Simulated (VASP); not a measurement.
# Al (I4/mmm) in VASP: notebook

Al is run at these levels: PBE; tasks: single point.

Everything below comes from runs of VASP 6.6.1. Logs are shortened: lines on timing, memory, paths and dates and some standing lists are left out, and cuts for length are marked.

## Step 1: The cell of the first run

Symmetry: I4/mmm, No. 139, tetragonal system. The conventional cell has a = 2.858 Å, b = 2.858 Å, c = 4.223 Å, α = 90.00°, β = 90.00°, γ = 90.00°. Within 3.8 Å of Al (site symmetry 4/mmm) lie 12 Al at 2.86 to 2.92 Å.

## Step 2: Single point, PBE (strain along c alone, the other axes held: +4.5 %)

The input, INCAR:

```
SYSTEM = Al
PREC = Accurate ; ENCUT = 520
EDIFF = 1E-6 ; ISMEAR = 0
SIGMA = 0.1 ; LREAL = .FALSE.
LASPH = .TRUE. ; NELM = 60
ALGO = Fast ; ISIF = 2
LWAVE = .FALSE. ; LCHARG = .FALSE.
GGA = PE ; NBANDS = 10
```

The input, KPOINTS:

```
Automatic mesh
0
G
  18 18 14
  0 0 0
```

The input, POSCAR:

```
Al
1.0
    2.0208104607      2.0208104607      0.0000000000
   -2.0208104607      2.0208104607      0.0000000000
    0.0000000000      0.0000000000      4.2234938628
Al
2
Direct
    0.0000000000      0.0000000000      0.0000000000
    0.5000000000      0.5000000000      0.5000000000
```

Potentials or basis: VASP PAW PBE potentials, release 64 (Al).

Run with:

```console
$ cat potpaw_PBE.64/Al/POTCAR > POTCAR
$ mpirun -np 1 vasp_std > vasp.out
```

OUTCAR:

```text
SYSTEM = Al
   PREC = Accurate
   ENCUT = 520
   EDIFF = 1E-6
   ISMEAR = 0
   LREAL = .FALSE.
   LASPH = .TRUE.
   NELM = 60
   ISIF = 2
   GGA = PE

 ion  position               nearest neighbor table
   1  0.000  0.000  0.000-   2 2.92   2 2.92   2 2.92   2 2.92   2 2.92   2 2.92   2 2.92   2 2.92

   2  0.500  0.500  0.500-   1 2.92   1 2.92   1 2.92   1 2.92   1 2.92   1 2.92   1 2.92   1 2.92

  LATTYP: Found a simple tetragonal cell.
 ALAT       =     2.8578575605
 C/A-ratio  =     1.4778531727

  Lattice vectors:

 A1 = (   2.0208104607,   2.0208104607,   0.0000000000)
 A2 = (  -2.0208104607,   2.0208104607,   0.0000000000)
 A3 = (   0.0000000000,   0.0000000000,   4.2234938628)

Analysis of symmetry for initial positions (statically):
=====================================================================
 Subroutine PRICEL returns following result:

  LATTYP: Found a body centered tetragonal cell.
 ALAT       =     2.8578575605
 C/A-ratio  =     1.4778531727

  Lattice vectors:

 A1 = (   2.0208104607,   0.0000000000,  -2.1117469314)
 A2 = (  -2.0208104607,   0.0000000000,  -2.1117469314)
 A3 = (   0.0000000000,   2.0208104607,   2.1117469314)

   2 primitive cells build up your supercell.

 Routine SETGRP: Setting up the symmetry group for a
 simple tetragonal supercell.

 Subroutine GETGRP returns: Found 16 space group operations
 (whereof 16 operations were pure point group operations)
 out of a pool of 16 trial point group operations.

The static configuration has the point symmetry D_4h.

Analysis of symmetry for dynamics (positions and initial velocities):
=====================================================================
 Subroutine PRICEL returns following result:

  LATTYP: Found a body centered tetragonal cell.
 ALAT       =     2.8578575605
 C/A-ratio  =     1.4778531727

  Lattice vectors:

 A1 = (   2.0208104607,   0.0000000000,  -2.1117469314)
 A2 = (  -2.0208104607,   0.0000000000,  -2.1117469314)
 A3 = (   0.0000000000,   2.0208104607,   2.1117469314)

   2 primitive cells build up your supercell.

 Routine SETGRP: Setting up the symmetry group for a
 simple tetragonal supercell.

 Subroutine GETGRP returns: Found 16 space group operations
 (whereof 16 operations were pure point group operations)
 out of a pool of 16 trial point group operations.

The dynamic configuration has the point symmetry D_4h.

 Subroutine INISYM returns: Found 16 space group operations
 (whereof 16 operations are pure point group operations),
 and found     2 'primitive' translations

----------------------------------------------------------------------------------------

                                     Primitive cell

  volume of cell :      17.2474

  direct lattice vectors                    reciprocal lattice vectors
     2.020810461  0.000000000 -2.111746931     0.247425481  0.247425481 -0.236770795
    -2.020810461  0.000000000 -2.111746931    -0.247425481  0.247425481 -0.236770795
     0.000000000  2.020810461  2.111746931     0.000000000  0.494850962  0.000000000

  length of vectors
     2.922866747  2.922866747  2.922866747     0.422491594  0.422491594  0.494850962

  position of ions in fractional coordinates (direct lattice)
     0.000000000  0.000000000  0.000000000

  ion indices of the primitive-cell ions
   primitive index   ion index
                 1           1

----------------------------------------------------------------------------------------

 KPOINTS: Automatic mesh

Automatic generation of k-mesh.
 Grid dimensions read from file:
 generate k-points for:   18   18   14

 Generating k-lattice:

  Cartesian coordinates                     Fractional coordinates (reciprocal lattice)
     0.013745860  0.013745860  0.000000000     0.055555556  0.000000000  0.000000000
    -0.013745860  0.013745860  0.000000000     0.000000000  0.055555556  0.000000000
     0.000000000  0.000000000  0.016912200     0.000000000  0.000000000  0.071428571

  Length of vectors
     0.019439582  0.019439582  0.016912200

  Shift w.r.t. Gamma in fractional coordinates (k-lattice)
     0.000000000  0.000000000  0.000000000

 Subroutine IBZKPT returns following result:
 ===========================================

 Found    440 irreducible k-points:

 Following reciprocal coordinates:
            Coordinates               Weight
  0.000000  0.000000  0.000000      1.000000
  0.055556  0.000000  0.000000      4.000000
  0.111111  0.000000  0.000000      4.000000
  0.166667  0.000000  0.000000      4.000000
  0.222222  0.000000  0.000000      4.000000
  0.277778  0.000000  0.000000      4.000000
[... 16 lines left out ...]
  0.277778  0.111111  0.000000      8.000000
  0.333333  0.111111  0.000000      8.000000
 [... further k-points ...]
   k-points           NKPTS =    440   k-points in BZ     NKDIM =    440   number of bands    NBANDS=     10
   number of dos      NEDOS =    301   number of ions     NIONS =      2
   total plane-waves  NPLWV =  18432
   dimension x,y,z NGX =    24 NGY =   24 NGZ =   32
   dimension x,y,z NGXF=    48 NGYF=   48 NGZF=   64
   ions per type =               2
   NGX,Y,Z   is equivalent  to a cutoff of  13.96, 13.96, 12.60 a.u.
   NGXF,Y,Z  is equivalent  to a cutoff of  27.92, 27.92, 25.19 a.u.
 SYSTEM =  Al
   PREC   = accura    normal or accurate (medium, high low for compatibility)
   ISTART =      0    job   : 0-new  1-cont  2-samecut
   ICHARG =      2    charge: 1-file 2-atom 10-const
   ISPIN  =      1    spin polarized calculation?
   LNONCOLLINEAR =      F non collinear calculations
   LSORBIT =      F    spin-orbit coupling
   LASPH  =      T    aspherical Exc in radial PAW
   ENCUT  =  520.0 eV  38.22 Ry    6.18 a.u.   5.31  5.31  7.85*2*pi/ulx,y,z
   NELM   =     60;   NELMIN=  2; NELMDL= -5     # of ELM steps
   EDIFF  = 0.1E-05   stopping-criterion for ELM
   LREAL  =      F    real-space projection
   EDIFFG = 0.1E-04   stopping-criterion for IOM
   NSW    =      0    number of steps for IOM
   IBRION =     -1    ionic relax: 0-MD 1-quasi-New 2-CG
   NFREE  =      0    steps in history (QN), initial steepest desc. (CG)
   ISIF   =      2    stress and relaxation
   ISYM   =      2    0-nonsym 1-usesym 2-fastsym
   POTIM  = 0.5000    time-step for ionic-motion
   TEBEG  =    0.0;   TEEND  =   0.0 temperature during run
   PSTRESS=    0.0 pullay stress
   NELECT =       6.0000    total number of electrons
   NUPDOWN=      -1.0000    fix difference up-down
   EMIN   =  10.00;   EMAX   =-10.00  energy-range for DOS
   EFERMI =   0.00;   METHOD = LEGACY
   ISMEAR =     0;   SIGMA  =   0.10  broadening in eV -4-tet -1-fermi 0-gaus
   EFERMI_NEDOS =   21; number of points for ismear=-14 and -15
   IALGO  =     68    algorithm
   IMIX   =      4    mixing-type and parameters
     AMIX     =   0.40;   BMIX     =  1.00
     AMIX_MAG =   1.60;   BMIX_MAG =  1.00
  volume/ion in A,a.u.               =      17.25       116.39
  Fermi-wavevector in a.u.,A,eV,Ry     =   0.913849  1.726923 11.362487  0.835119
  Thomas-Fermi vector in A             =   2.038408
   LORBIT       =      0    0 simple, 1 ext, 2 COOP (PROOUT), +10 PAW based schemes
   GGA     = PE    functional components
   LHFCALC =     F    Hartree Fock is set to
   AEXX    =    0.0000 exact exchange contribution
   IVDW    =     0    specifies the selected vdW correction
   LEPSILON=     F    determine dielectric tensor
   LRPA    =     F    only Hartree local field effects (RPA)
 non-spin polarized calculation
 RMM-DIIS sequential band-by-band and
 Gauss-broadening in eV      SIGMA  =   0.10
  energy-cutoff  :      520.00
  volume of cell :       34.49
 maximum number of plane-waves:       952
 NGX is ok and might be reduce to    24
   NGX = 11   NGY = 11   NGZ = 15

 number of electron       6.0000000 magnetization

 Free energy of the ion-electron system (eV)
  ---------------------------------------------------
  ext. energy  EPLUGINS =         0.00000000
  ---------------------------------------------------
  free energy    TOTEN  =        -7.47048247 eV

  energy without entropy =       -7.46602464  energy(sigma->0) =       -7.46825355

 E-fermi :   7.5478     XC(G=0): -10.0374

 val. band max:        7.5450173683   @ k =   0.2222   0.2222   0.0714
 cond. band min:       7.5495383120   @ k =   0.3889   0.1111   0.2857
 fundamental gap:      0.0045209437
 Fermi energy:         7.5477987439

 k-point     1 :       0.0000    0.0000    0.0000
  band No.  band energies     occupation
      1      -3.2863      2.00000
      2       4.3429      2.00000
      3       5.3591      2.00000
      4      13.1221      0.00000
      5      13.4675      0.00000
      6      13.4675      0.00000
      7      16.7608      0.00000
      8      19.6272      0.00000
      9      20.1045      0.00000
     10      20.1045      0.00000

 k-point     2 :       0.0556    0.0000    0.0000
  band No.  band energies     occupation
      1      -3.2303      2.00000
      2       4.3946      2.00000
      3       5.4140      2.00000
      4      11.8526      0.00000
      5      13.5155      0.00000
      6      14.3305      0.00000
      7      17.3048      0.00000
      8      18.9392      0.00000
      9      19.0540      0.00000
     10      20.1587      0.00000

 k-point     3 :       0.1111    0.0000    0.0000
  band No.  band energies     occupation
      1      -3.0626      2.00000
      2       4.5496      2.00000
      3       5.5779      2.00000
      4      10.3084      0.00000
      5      13.6596      0.00000
      6      14.8877      0.00000
      7      17.5120      0.00000
      8      17.7729      0.00000
      9      18.7023      0.00000
     10      20.3213      0.00000
[... 248 lines left out ...]
 k-point    23 :       0.2778    0.1111    0.0000
  band No.  band energies     occupation
      1      -1.6727      2.00000
      2       5.8429      2.00000
      3       6.0410      2.00000
      4       6.9741      2.00000
      5      11.9241      0.00000
      6      13.3102      0.00000
      7      14.1400      0.00000
      8      18.8372      0.00000
      9      19.0361      0.00000
     10      19.3263      0.00000

 k-point    24 :       0.3333    0.1111    0.0000
  band No.  band energies     occupation
      1      -1.0653      2.00000
      2       4.7555      2.00000
      3       6.4127      2.00000
      4       7.5434      1.04922
      5      12.0168      0.00000
      6      12.4709      0.00000
      7      12.9952      0.00000
      8      17.8485      0.00000
      9      19.4073      0.00000
     10      19.9009      0.00000

 [... further k-points ...]
[... 5 lines left out ...]
  --------------------------------------------------------------------------------------
  -------------------------------------------------------------------------------------
  Total       -0.5414475     -0.5414475     -0.8742947      0.0000000      0.0000000      0.0000000
  in kB      -25.1486046    -25.1486046    -40.6083568      0.0000000      0.0000000      0.0000000
  external PRESSURE =     -30.3018553 kB  Pullay stress =       0.0000000 kB

 VOLUME and BASIS-vectors are now :
 -----------------------------------------------------------------------------
  energy-cutoff  :      520.00
  volume of cell :       34.49
      direct lattice vectors                 reciprocal lattice vectors
     2.020810461  2.020810461  0.000000000     0.247425481  0.247425481  0.000000000
    -2.020810461  2.020810461  0.000000000    -0.247425481  0.247425481  0.000000000
     0.000000000  0.000000000  4.223493863     0.000000000  0.000000000  0.236770795

 POSITION                                       TOTAL-FORCE (eV/Angst)
 -----------------------------------------------------------------------------------
      0.00000      0.00000      0.00000        -0.000000      0.000000     -0.000000
      0.00000      2.02081      2.11175         0.000000     -0.000000      0.000000
 -----------------------------------------------------------------------------------
    total drift:                               -0.000000      0.000000     -0.000000

  FREE ENERGIE OF THE ION-ELECTRON SYSTEM (eV)
  ---------------------------------------------------
  free  energy   TOTEN  =        -7.4704824667 eV

  energy  without entropy=       -7.4660246375  energy(sigma->0) =       -7.46825355
```

Run time: 79 s. Hardware: 1 thread of Intel Xeon 8259CL, shared host; peak memory 0.24 GiB.

What came out:

```
Free energy            : -7.4705 eV
Pressure               : -3.0 GPa
Band gap on the k mesh : zero (bands 3 and 4 overlap by 11.31 eV)
```

Stress tensor (GPa, compression positive):
```
-2.51  0.00  0.00
 0.00 -2.51  0.00
 0.00  0.00 -4.06
```

Caveat: the cell differs from its parent crystal (strain along c alone, the other axes held: +4.5 %); the cell stands under tension.

[end of part 1 of 2]

The gap in the log of VASP goes by the Fermi energy; the results here count the filled bands.